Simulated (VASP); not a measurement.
# HfGe (zincblende type) (F-43m) in VASP: further runs, part 2 of 2

VASP 6.6.1. Earlier steps stand in the parts before.

## (6) Single point, LDA (volume scaled by 0.8)

Input file INCAR:

```
ALGO     = Normal         # electronic algorithm
EDIFF    = 1E-7           # SCF threshold, eV
ENCUT    = 520            # plane-wave cutoff, eV
ISIF     = 2              # what is computed and relaxed
ISMEAR   = -1             # smearing method
LASPH    = True           # aspherical terms in the spheres
LCHARG   = False          # write CHGCAR
LREAL    = False          # projectors in reciprocal space
LWAVE    = False          # write WAVECAR
NBANDS   = 19             # bands
NELM     = 60             # most SCF steps
PREC     = Accurate       # precision mode
SIGMA    = 0.05           # smearing width, eV
```

Input file KPOINTS:

```
k-points
0
Gamma
  11 11 11
```

Input file POSCAR:

```
HfGe
1.0
    0.0000000000      2.7655361508      2.7655361508
    2.7655361508      0.0000000000      2.7655361508
    2.7655361508      2.7655361508      0.0000000000
Hf Ge
1 1
Direct
    0.0000000000      0.0000000000      0.0000000000
    0.2500000000      0.2500000000      0.2500000000
```

Potentials or basis: VASP PAW LDA potentials, release 64 (Hf_pv, Ge_d).

On the command line:

```bash
cat potpaw_LDA.64/Hf_pv/POTCAR potpaw_LDA.64/Ge_d/POTCAR > POTCAR
mpirun -np 1 vasp_std > vasp.out
```

OUTCAR:

```text
EDIFF = 1E-7
   ENCUT = 520
   ISIF = 2
   ISMEAR = -1
   LASPH = True
   LREAL = False
   NELM = 60
   PREC = Accurate

 ion  position               nearest neighbor table
   1  0.000  0.000  0.000-   2 2.40   2 2.40   2 2.40   2 2.40
   2  0.250  0.250  0.250-   1 2.40   1 2.40   1 2.40   1 2.40

  LATTYP: Found a face centered cubic cell.
 ALAT       =     5.5310723016

  Lattice vectors:

 A1 = (   0.0000000000,   2.7655361508,   2.7655361508)
 A2 = (   2.7655361508,   0.0000000000,   2.7655361508)
 A3 = (   2.7655361508,   2.7655361508,   0.0000000000)

Analysis of symmetry for initial positions (statically):
=====================================================================
 Subroutine PRICEL returns:
 Original cell was already a primitive cell.

 Routine SETGRP: Setting up the symmetry group for a
 face centered cubic supercell.

 Subroutine GETGRP returns: Found 24 space group operations
 (whereof 24 operations were pure point group operations)
 out of a pool of 48 trial point group operations.

The static configuration has the point symmetry T_d .

Analysis of symmetry for dynamics (positions and initial velocities):
=====================================================================
 Subroutine PRICEL returns:
 Original cell was already a primitive cell.

 Routine SETGRP: Setting up the symmetry group for a
 face centered cubic supercell.

 Subroutine GETGRP returns: Found 24 space group operations
 (whereof 24 operations were pure point group operations)
 out of a pool of 48 trial point group operations.

The dynamic configuration has the point symmetry T_d .

 Subroutine INISYM returns: Found 24 space group operations
 (whereof 24 operations are pure point group operations),
 and found     1 'primitive' translations

----------------------------------------------------------------------------------------

                                     Primitive cell

  volume of cell :      42.3027

  direct lattice vectors                    reciprocal lattice vectors
     0.000000000  2.765536151  2.765536151    -0.180796769  0.180796769  0.180796769
     2.765536151  0.000000000  2.765536151     0.180796769 -0.180796769  0.180796769
     2.765536151  2.765536151  0.000000000     0.180796769  0.180796769 -0.180796769

  length of vectors
     3.911058732  3.911058732  3.911058732     0.313149189  0.313149189  0.313149189

  position of ions in fractional coordinates (direct lattice)
     0.000000000  0.000000000  0.000000000
     0.250000000  0.250000000  0.250000000

  ion indices of the primitive-cell ions
   primitive index   ion index
                 1           1
                 2           2

----------------------------------------------------------------------------------------

 KPOINTS: k-points

Automatic generation of k-mesh.
 Grid dimensions read from file:
 generate k-points for:   11   11   11

 Generating k-lattice:

  Cartesian coordinates                     Fractional coordinates (reciprocal lattice)
    -0.016436070  0.016436070  0.016436070     0.090909091  0.000000000  0.000000000
     0.016436070 -0.016436070  0.016436070     0.000000000  0.090909091  0.000000000
     0.016436070  0.016436070 -0.016436070     0.000000000  0.000000000  0.090909091

  Length of vectors
     0.028468108  0.028468108  0.028468108

  Shift w.r.t. Gamma in fractional coordinates (k-lattice)
     0.000000000  0.000000000  0.000000000

 Subroutine IBZKPT returns following result:
 ===========================================

 Found     56 irreducible k-points:

 Following reciprocal coordinates:
            Coordinates               Weight
  0.000000  0.000000  0.000000      1.000000
  0.090909  0.000000  0.000000      8.000000
  0.181818  0.000000  0.000000      8.000000
  0.272727  0.000000  0.000000      8.000000
  0.363636  0.000000  0.000000      8.000000
  0.454545  0.000000  0.000000      8.000000
[... 16 lines left out ...]
 -0.272727  0.181818  0.000000     24.000000
 -0.181818  0.181818  0.000000     12.000000
 [... further k-points ...]
   k-points           NKPTS =     56   k-points in BZ     NKDIM =     56   number of bands    NBANDS=     19
   number of dos      NEDOS =    301   number of ions     NIONS =      2
   total plane-waves  NPLWV =  27000
   dimension x,y,z NGX =    30 NGY =   30 NGZ =   30
   dimension x,y,z NGXF=    60 NGYF=   60 NGZF=   60
   ions per type =               1   1
   NGX,Y,Z   is equivalent  to a cutoff of  12.75, 12.75, 12.75 a.u.
   NGXF,Y,Z  is equivalent  to a cutoff of  25.50, 25.50, 25.50 a.u.
 SYSTEM =  unknown system
   PREC   = accura    normal or accurate (medium, high low for compatibility)
   ISTART =      0    job   : 0-new  1-cont  2-samecut
   ICHARG =      2    charge: 1-file 2-atom 10-const
   ISPIN  =      1    spin polarized calculation?
   LNONCOLLINEAR =      F non collinear calculations
   LSORBIT =      F    spin-orbit coupling
   LASPH  =      T    aspherical Exc in radial PAW
   ENCUT  =  520.0 eV  38.22 Ry    6.18 a.u.   7.27  7.27  7.27*2*pi/ulx,y,z
   NELM   =     60;   NELMIN=  2; NELMDL= -5     # of ELM steps
   EDIFF  = 0.1E-06   stopping-criterion for ELM
   LREAL  =      F    real-space projection
   EDIFFG = 0.1E-05   stopping-criterion for IOM
   NSW    =      0    number of steps for IOM
   IBRION =     -1    ionic relax: 0-MD 1-quasi-New 2-CG
   NFREE  =      0    steps in history (QN), initial steepest desc. (CG)
   ISIF   =      2    stress and relaxation
   ISYM   =      2    0-nonsym 1-usesym 2-fastsym
   POTIM  = 0.5000    time-step for ionic-motion
   TEBEG  =    0.0;   TEEND  =   0.0 temperature during run
   PSTRESS=    0.0 pullay stress
   NELECT =      24.0000    total number of electrons
   NUPDOWN=      -1.0000    fix difference up-down
   EMIN   =  10.00;   EMAX   =-10.00  energy-range for DOS
   EFERMI =   0.00;   METHOD = LEGACY
   ISMEAR =    -1;   SIGMA  =   0.05  broadening in eV -4-tet -1-fermi 0-gaus
   EFERMI_NEDOS =   21; number of points for ismear=-14 and -15
   IALGO  =     38    algorithm
   IMIX   =      4    mixing-type and parameters
     AMIX     =   0.40;   BMIX     =  1.00
     AMIX_MAG =   1.60;   BMIX_MAG =  1.00
  volume/ion in A,a.u.               =      21.15       142.74
  Fermi-wavevector in a.u.,A,eV,Ry     =   1.355260  2.561070 24.990219  1.836729
  Thomas-Fermi vector in A             =   2.482362
   LORBIT       =      0    0 simple, 1 ext, 2 COOP (PROOUT), +10 PAW based schemes
   GGA     = CA    functional components
   LHFCALC =     F    Hartree Fock is set to
   AEXX    =    0.0000 exact exchange contribution
   IVDW    =     0    specifies the selected vdW correction
   LEPSILON=     F    determine dielectric tensor
   LRPA    =     F    only Hartree local field effects (RPA)
 non-spin polarized calculation
  energy-cutoff  :      520.00
  volume of cell :       42.30
 maximum number of plane-waves:      1159
 NGX is ok and might be reduce to    30
   NGX = 15   NGY = 15   NGZ = 15

 number of electron      23.9999992 magnetization

 Free energy of the ion-electron system (eV)
  ---------------------------------------------------
  ext. energy  EPLUGINS =         0.00000000
  ---------------------------------------------------
  free energy    TOTEN  =       -14.38611520 eV

  energy without entropy =      -14.38244200  energy(sigma->0) =      -14.38427860

 E-fermi :   4.4341     XC(G=0): -11.0537

 val. band max:        4.4084004237   @ k =  -0.4545   0.4545   0.0000
 cond. band min:       4.5210377666   @ k =  -0.4545   0.4545   0.0000
 fundamental gap:      0.1126373430
 Fermi energy:         4.4340658876

 k-point     1 :       0.0000    0.0000    0.0000
  band No.  band energies     occupation
      1     -25.9170      2.00000
      2     -25.9170      2.00000
      3     -25.9170      2.00000
      4     -19.0553      2.00000
      5     -19.0553      2.00000
      6     -19.0257      2.00000
[... 11 lines left out ...]
     18      12.8894      0.00000
     19      15.9744      0.00000

 k-point     2 :       0.0909    0.0000    0.0000
  band No.  band energies     occupation
      1     -25.9247      2.00000
      2     -25.9178      2.00000
      3     -25.9178      2.00000
      4     -19.0560      2.00000
      5     -19.0560      2.00000
      6     -19.0312      2.00000
[... 476 lines left out ...]
 k-point    24 :      -0.1818    0.1818    0.0000
  band No.  band energies     occupation
      1     -25.9700      2.00000
      2     -25.9362      2.00000
      3     -25.9217      2.00000
      4     -19.0665      2.00000
      5     -19.0643      2.00000
      6     -19.0566      2.00000
[... 11 lines left out ...]
     18      12.8989      0.00000
     19      13.4698      0.00000

 [... further k-points ...]
[... 5 lines left out ...]
  --------------------------------------------------------------------------------------
  -------------------------------------------------------------------------------------
  Total        6.5417923      6.5417923      6.5417923      0.0000000     -0.0000000      0.0000000
  in kB      247.7646356    247.7646356    247.7646356      0.0000000     -0.0000000      0.0000000
  external PRESSURE =     247.7646356 kB  Pullay stress =       0.0000000 kB

 VOLUME and BASIS-vectors are now :
 -----------------------------------------------------------------------------
  energy-cutoff  :      520.00
  volume of cell :       42.30
      direct lattice vectors                 reciprocal lattice vectors
     0.000000000  2.765536151  2.765536151    -0.180796769  0.180796769  0.180796769
     2.765536151  0.000000000  2.765536151     0.180796769 -0.180796769  0.180796769
     2.765536151  2.765536151  0.000000000     0.180796769  0.180796769 -0.180796769

 POSITION                                       TOTAL-FORCE (eV/Angst)
 -----------------------------------------------------------------------------------
      0.00000      0.00000      0.00000        -0.000000      0.000000     -0.000000
      1.38277      1.38277      1.38277         0.000000      0.000000      0.000000
 -----------------------------------------------------------------------------------
    total drift:                                0.000000      0.000000     -0.000000

  FREE ENERGIE OF THE ION-ELECTRON SYSTEM (eV)
  ---------------------------------------------------
  free  energy   TOTEN  =       -14.3861152028 eV

  energy  without entropy=      -14.3824419984  energy(sigma->0) =      -14.38427860
```

Run time: 32 s. Hardware: 1 thread of Intel Xeon Platinum 8559C (Emerald Rapids), shared host; peak memory 0.18 GiB.

Results:

```
Free energy            : -14.3861 eV
Pressure               : 24.8 GPa
Band gap on the k mesh : zero (band 12 reaches 4.53 eV, above the bottom of band 13 at 4.26 eV)
```

Levels at points of the mesh, in eV from the Fermi level:
```
           k point  band 9  band 10  band 11  band 12  band 13  band 14  band 15  band 16
(0.00, 0.00, 0.00)  -10.18    -1.90    -1.90    -1.90     1.94     1.94     4.58     8.46
```

Caveat: spin-orbit coupling is left out, which moves the levels of the heavy elements.

## (7) The runs side by side

| cell | gap on the mesh (eV) | pressure (GPa) |
| --- | --- | --- |
| a = 3.344 Å, angles 60.0°, 2 atoms | none | 187.2 |
| a = 3.553 Å, angles 60.0°, 2 atoms | none | 97.7 |
| a = 3.741 Å, angles 60.0°, 2 atoms | none | 51.0 |
| a = 3.911 Å, angles 60.0°, 2 atoms | none | 24.8 |

Alike in all rows: task single point; level LDA; potentials or basis VASP PAW LDA potentials, release 64 (Hf_pv, Ge_d); no spin polarisation; k mesh 11 × 11 × 11; cutoff (eV) 520; smearing fermi-dirac 0.05 eV.

Caveats: spin-orbit coupling is left out, which moves the levels of the heavy elements.

Total energies depend on the potentials used, so only differences within one code and one set of settings carry meaning.
